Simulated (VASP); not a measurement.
# La (Im-3m) in VASP: further runs, part 2 of 2

VASP 6.6.1. The steps go on from the part before.

### Step 3. Single point, PBEsol

This run uses another cell than the first one, of 34.86 Å³/atom, 0.893 times its volume.

INCAR reads:

```
SYSTEM = La
PREC     = Accurate       ! precision mode
ENCUT    = 520            ! plane-wave cutoff, eV
EDIFF    = 1E-6           ! SCF threshold, eV
ISMEAR   = -1             ! smearing method
SIGMA    = 0.1            ! smearing width, eV
LREAL    = .False.        ! projectors in reciprocal space
LASPH    = .True.         ! aspherical terms in the spheres
NELM     = 100            ! most SCF steps
ALGO     = Normal         ! electronic algorithm
ISIF     = 2              ! what is computed and relaxed
LWAVE    = .False.        ! write WAVECAR
LCHARG   = .False.        ! write CHGCAR
GGA      = PS             ! functional
NBANDS   = 12             ! bands
```

KPOINTS reads:

```
regular mesh
0
Gamma
  18 18 18
  0 0 0
```

POSCAR reads:

```
La
1.0
   -2.0578582461      2.0578582461      2.0578582461
    2.0578582461     -2.0578582461      2.0578582461
    2.0578582461      2.0578582461     -2.0578582461
La
1
Direct
    0.0000000000      0.0000000000      0.0000000000
```

Potentials or basis: VASP PAW PBE potentials, release 64 (La).

Run with:

```console
> cat potpaw_PBE.64/La/POTCAR > POTCAR
> mpirun -np 1 vasp_std > vasp.out
```

OUTCAR:

```text
SYSTEM = La
   PREC = Accurate
   ENCUT = 520
   EDIFF = 1E-6
   ISMEAR = -1
   LREAL = .False.
   LASPH = .True.
   NELM = 100
   ISIF = 2
   GGA = PS

 ion  position               nearest neighbor table
   1  0.000  0.000  0.000-

  LATTYP: Found a body centered cubic cell.
 ALAT       =     4.1157164922

  Lattice vectors:

 A1 = (  -2.0578582461,   2.0578582461,   2.0578582461)
 A2 = (   2.0578582461,  -2.0578582461,   2.0578582461)
 A3 = (   2.0578582461,   2.0578582461,  -2.0578582461)

Analysis of symmetry for initial positions (statically):
=====================================================================
 Subroutine PRICEL returns:
 Original cell was already a primitive cell.

 Routine SETGRP: Setting up the symmetry group for a
 body centered cubic supercell.

 Subroutine GETGRP returns: Found 48 space group operations
 (whereof 48 operations were pure point group operations)
 out of a pool of 48 trial point group operations.

The static configuration has the point symmetry O_h .

Analysis of symmetry for dynamics (positions and initial velocities):
=====================================================================
 Subroutine PRICEL returns:
 Original cell was already a primitive cell.

 Routine SETGRP: Setting up the symmetry group for a
 body centered cubic supercell.

 Subroutine GETGRP returns: Found 48 space group operations
 (whereof 48 operations were pure point group operations)
 out of a pool of 48 trial point group operations.

The dynamic configuration has the point symmetry O_h .

 Subroutine INISYM returns: Found 48 space group operations
 (whereof 48 operations are pure point group operations),
 and found     1 'primitive' translations

----------------------------------------------------------------------------------------

                                     Primitive cell

  volume of cell :      34.8583

  direct lattice vectors                    reciprocal lattice vectors
    -2.057858246  2.057858246  2.057858246     0.000000000  0.242971060  0.242971060
     2.057858246 -2.057858246  2.057858246     0.242971060  0.000000000  0.242971060
     2.057858246  2.057858246 -2.057858246     0.242971060  0.242971060  0.000000000

  length of vectors
     3.564315037  3.564315037  3.564315037     0.343612969  0.343612969  0.343612969

  position of ions in fractional coordinates (direct lattice)
     0.000000000  0.000000000  0.000000000

  ion indices of the primitive-cell ions
   primitive index   ion index
                 1           1

----------------------------------------------------------------------------------------

 KPOINTS: regular mesh

Automatic generation of k-mesh.
 Grid dimensions read from file:
 generate k-points for:   18   18   18

 Generating k-lattice:

  Cartesian coordinates                     Fractional coordinates (reciprocal lattice)
     0.000000000  0.013498392  0.013498392     0.055555556  0.000000000  0.000000000
     0.013498392  0.000000000  0.013498392     0.000000000  0.055555556  0.000000000
     0.013498392  0.013498392  0.000000000     0.000000000  0.000000000  0.055555556

  Length of vectors
     0.019089609  0.019089609  0.019089609

  Shift w.r.t. Gamma in fractional coordinates (k-lattice)
     0.000000000  0.000000000  0.000000000

 Subroutine IBZKPT returns following result:
 ===========================================

 Found    195 irreducible k-points:

 Following reciprocal coordinates:
            Coordinates               Weight
  0.000000  0.000000  0.000000      1.000000
  0.055556  0.000000  0.000000     12.000000
  0.111111  0.000000  0.000000     12.000000
  0.166667  0.000000  0.000000     12.000000
  0.222222  0.000000  0.000000     12.000000
  0.277778  0.000000  0.000000     12.000000
[... 16 lines left out ...]
  0.333333  0.111111 -0.000000     48.000000
  0.388889  0.111111  0.000000     48.000000
 [... further k-points ...]
   k-points           NKPTS =    195   k-points in BZ     NKDIM =    195   number of bands    NBANDS=     12
   number of dos      NEDOS =    301   number of ions     NIONS =      1
   total plane-waves  NPLWV =  21952
   dimension x,y,z NGX =    28 NGY =   28 NGZ =   28
   dimension x,y,z NGXF=    56 NGYF=   56 NGZF=   56
   ions per type =               1
   NGX,Y,Z   is equivalent  to a cutoff of  13.06, 13.06, 13.06 a.u.
   NGXF,Y,Z  is equivalent  to a cutoff of  26.12, 26.12, 26.12 a.u.
 SYSTEM =  La
   PREC   = accura    normal or accurate (medium, high low for compatibility)
   ISTART =      0    job   : 0-new  1-cont  2-samecut
   ICHARG =      2    charge: 1-file 2-atom 10-const
   ISPIN  =      1    spin polarized calculation?
   LNONCOLLINEAR =      F non collinear calculations
   LSORBIT =      F    spin-orbit coupling
   LASPH  =      T    aspherical Exc in radial PAW
   ENCUT  =  520.0 eV  38.22 Ry    6.18 a.u.   6.63  6.63  6.63*2*pi/ulx,y,z
   NELM   =    100;   NELMIN=  2; NELMDL= -5     # of ELM steps
   EDIFF  = 0.1E-05   stopping-criterion for ELM
   LREAL  =      F    real-space projection
   EDIFFG = 0.1E-04   stopping-criterion for IOM
   NSW    =      0    number of steps for IOM
   IBRION =     -1    ionic relax: 0-MD 1-quasi-New 2-CG
   NFREE  =      0    steps in history (QN), initial steepest desc. (CG)
   ISIF   =      2    stress and relaxation
   ISYM   =      2    0-nonsym 1-usesym 2-fastsym
   POTIM  = 0.5000    time-step for ionic-motion
   TEBEG  =    0.0;   TEEND  =   0.0 temperature during run
   PSTRESS=    0.0 pullay stress
   NELECT =      11.0000    total number of electrons
   NUPDOWN=      -1.0000    fix difference up-down
   EMIN   =  10.00;   EMAX   =-10.00  energy-range for DOS
   EFERMI =   0.00;   METHOD = LEGACY
   ISMEAR =    -1;   SIGMA  =   0.10  broadening in eV -4-tet -1-fermi 0-gaus
   EFERMI_NEDOS =   21; number of points for ismear=-14 and -15
   IALGO  =     38    algorithm
   IMIX   =      4    mixing-type and parameters
     AMIX     =   0.40;   BMIX     =  1.00
     AMIX_MAG =   1.60;   BMIX_MAG =  1.00
  volume/ion in A,a.u.               =      34.86       235.24
  Fermi-wavevector in a.u.,A,eV,Ry     =   1.114560  2.106214 16.901768  1.242245
  Thomas-Fermi vector in A             =   2.251157
   LORBIT       =      0    0 simple, 1 ext, 2 COOP (PROOUT), +10 PAW based schemes
   GGA     = PS    functional components
   LHFCALC =     F    Hartree Fock is set to
   AEXX    =    0.0000 exact exchange contribution
   IVDW    =     0    specifies the selected vdW correction
   LEPSILON=     F    determine dielectric tensor
   LRPA    =     F    only Hartree local field effects (RPA)
 non-spin polarized calculation
  energy-cutoff  :      520.00
  volume of cell :       34.86
 maximum number of plane-waves:       962
   NGX = 13   NGY = 13   NGZ = 13

 number of electron      10.9999998 magnetization

 Free energy of the ion-electron system (eV)
  ---------------------------------------------------
  ext. energy  EPLUGINS =         0.00000000
  ---------------------------------------------------
  free energy    TOTEN  =        -5.25201230 eV

  energy without entropy =       -5.17008765  energy(sigma->0) =       -5.21104998

 E-fermi :   8.3238     XC(G=0):  -9.9458

 val. band max:        8.3197211248   @ k =  -0.3889  -0.4444   0.1111
 cond. band min:       8.3391418085   @ k =  -0.2778   0.2778   0.1667
 fundamental gap:      0.0194206837
 Fermi energy:         8.3237898950

 k-point     1 :       0.0000    0.0000    0.0000
  band No.  band energies     occupation
      1     -24.4370      2.00000
      2      -7.2194      2.00000
      3      -7.2194      2.00000
      4      -7.2194      2.00000
      5       5.1473      2.00000
      6       9.8741      0.00000
      7       9.8741      0.00000
      8       9.8741      0.00000
      9       9.9667      0.00000
     10       9.9667      0.00000
     11       9.9667      0.00000
     12      10.8252      0.00000

 k-point     2 :       0.0556    0.0000    0.0000
  band No.  band energies     occupation
      1     -24.4292      2.00000
      2      -7.2781      2.00000
      3      -7.2362      2.00000
      4      -7.2202      2.00000
      5       5.2566      2.00000
      6       9.6613      0.00000
      7       9.6674      0.00000
      8       9.9208      0.00000
      9       9.9617      0.00000
     10      10.1299      0.00000
     11      10.1396      0.00000
     12      10.8263      0.00000
[... 316 lines left out ...]
 k-point    24 :       0.3889    0.1111    0.0000
  band No.  band energies     occupation
      1     -24.1677      2.00000
      2      -8.7908      2.00000
      3      -7.7952      2.00000
      4      -7.3215      2.00000
      5       6.7438      2.00000
      6       8.1709      1.64355
      7       9.8652      0.00000
      8      10.0518      0.00000
      9      10.3659      0.00000
     10      10.6428      0.00000
     11      10.6788      0.00000
     12      10.7713      0.00000

 [... further k-points ...]
[... 5 lines left out ...]
  --------------------------------------------------------------------------------------
  -------------------------------------------------------------------------------------
  Total        0.0156075      0.0156075      0.0156075      0.0000000      0.0000000     -0.0000000
  in kB        0.7173585      0.7173585      0.7173585      0.0000000      0.0000000     -0.0000000
  external PRESSURE =       0.7173585 kB  Pullay stress =       0.0000000 kB

 VOLUME and BASIS-vectors are now :
 -----------------------------------------------------------------------------
  energy-cutoff  :      520.00
  volume of cell :       34.86
      direct lattice vectors                 reciprocal lattice vectors
    -2.057858246  2.057858246  2.057858246     0.000000000  0.242971060  0.242971060
     2.057858246 -2.057858246  2.057858246     0.242971060  0.000000000  0.242971060
     2.057858246  2.057858246 -2.057858246     0.242971060  0.242971060  0.000000000

 POSITION                                       TOTAL-FORCE (eV/Angst)
 -----------------------------------------------------------------------------------
      0.00000      0.00000      0.00000        -0.000000      0.000000     -0.000000
 -----------------------------------------------------------------------------------
    total drift:                                0.000000      0.000000     -0.000000

  FREE ENERGIE OF THE ION-ELECTRON SYSTEM (eV)
  ---------------------------------------------------
  free  energy   TOTEN  =        -5.2520122986 eV

  energy  without entropy=       -5.1700876534  energy(sigma->0) =       -5.21104998
```

Wall time 61 s (1 thread of AMD EPYC 7R13 (Zen 3), shared host); peak memory 0.21 GiB.

What came out:

```
Free energy : -5.2520 eV
Pressure    : 0.1 GPa
```

Levels at points of the mesh, in eV from the Fermi level:
```
           k point  band 2  band 3  band 4  band 5  band 6  band 7  band 8  band 9  band 10  band 11
(0.00, 0.00, 0.00)  -15.54  -15.54  -15.54   -3.18    1.55    1.55    1.55    1.64     1.64     1.64
(0.50, 0.00, 0.00)  -17.21  -16.06  -15.57   -1.92   -0.26    1.65    1.78    2.05     2.37     2.38
(0.50, 0.50, 0.50)  -16.66  -16.66  -16.66   -2.06   -2.06    1.82    2.02    2.02     2.02     2.58
```

Caveat: the PAW data sets were made with another functional, which shifts forces and pressure a little; spin-orbit coupling is left out, which moves the levels of the heavy elements.
